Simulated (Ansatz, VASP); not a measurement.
Two plane-wave programs on In5Sb3As2

INCAR

```
PREC = Accurate ; ENCUT = 600
EDIFF = 1E-6 ; ISMEAR = 0
SIGMA = 0.1 ; LREAL = F
LASPH = T ; NELM = 80
ALGO = Normal ; ISIF = 3
LWAVE = F ; LCHARG = F
GGA = PE ; IBRION = 2
NSW = 90 ; EDIFFG = -0.04
```

KPOINTS

```
Automatic mesh
0
Gamma
  6 4 1
```

The input POSCAR:

```
In5Sb3As2
1.0
    2.9728430000      0.0000000000      0.0000000000
    0.0000000000      5.7216281600      0.0000000000
    0.0000000000      0.0000000000     15.6127730100
In Sb As
5 3 2
Direct
    0.0000000000      0.0000000000      0.0000000000
    0.0000000000      0.0000000000      0.2000000000
    0.0000000000      0.0000000000      0.4000000000
    0.0000000000      0.0000000000      0.6000000000
    0.0000000000      0.0000000000      0.8000000000
    0.0000000000      0.5000000000      0.1500000000
    0.0000000000      0.5000000000      0.3500000000
    0.0000000000      0.5000000000      0.9500000000
    0.0000000000      0.5000000000      0.5500000000
    0.0000000000      0.5000000000      0.7500000000
```

Input for Ansatz:

```yaml
crystal:
  lattice:
    - [2.972843, 0.0, 0.0]
    - [0.0, 5.72162816, 0.0]
    - [0.0, 0.0, 15.61277301]
  atoms:
    - { symbol: In, position: [0.0, 0.0, 0.0] }
    - { symbol: In, position: [0.0, 0.0, 0.2] }
    - { symbol: In, position: [0.0, 0.0, 0.4] }
    - { symbol: In, position: [0.0, 0.0, 0.6] }
    - { symbol: In, position: [0.0, 0.0, 0.8] }
    - { symbol: Sb, position: [0.0, 0.5, 0.15] }
    - { symbol: Sb, position: [0.0, 0.5, 0.35] }
    - { symbol: Sb, position: [0.0, 0.5, 0.95] }
    - { symbol: As, position: [0.0, 0.5, 0.55] }
    - { symbol: As, position: [0.0, 0.5, 0.75] }
basis:
  ecutwfc: 420
kpoints:
  mp_grid: { grid: [6, 4, 1] }
hamiltonian:
  xc: pbe
scf:
  occupations: { method: gaussian, width: 0.1 }
  lower_state_search: "off"
output:
  forces: true
  stress: true
  eigenvalues: true
relax:
  adjacent_minimum: "off"
  f_tol: 0.04
  max_steps: 70
  cell: { stress_tol: 0.4 }
```

Alike in both runs: task relaxation of cell and atoms; functional PBE; k mesh 6 × 4 × 1; occupations gaussian, width 0.1 eV; no spin polarisation.

```csv
,VASP,Ansatz
version,VASP 6.6.1,Ansatz 0.2.0
potentials or method,"VASP PAW PBE potentials, release 64 (In_d, Sb, As), cutoff 600 eV","scalar-relativistic, plane waves, PAW"
valence electrons in the cell,90,140
```

```tsv
	VASP	Ansatz	Ansatz less VASP
gap on the k mesh at the Fermi level, each at its own relaxed structure (eV)	none	none	-
relaxed volume (Å³/atom)	27.12	27.12	+0.002
relaxed cell length with the largest relative difference (Å)	2.949	2.947	-0.0023
```

A gap of «none» marks a metal or a gap that the smearing closes. VASP's potentials hold 90 valence electrons a cell and Ansatz's 140, so a difference there can come from the potentials and not from the codes.

The k mesh is coarse, so the values compare programs but aren't converged. Spin-orbit coupling is off throughout.
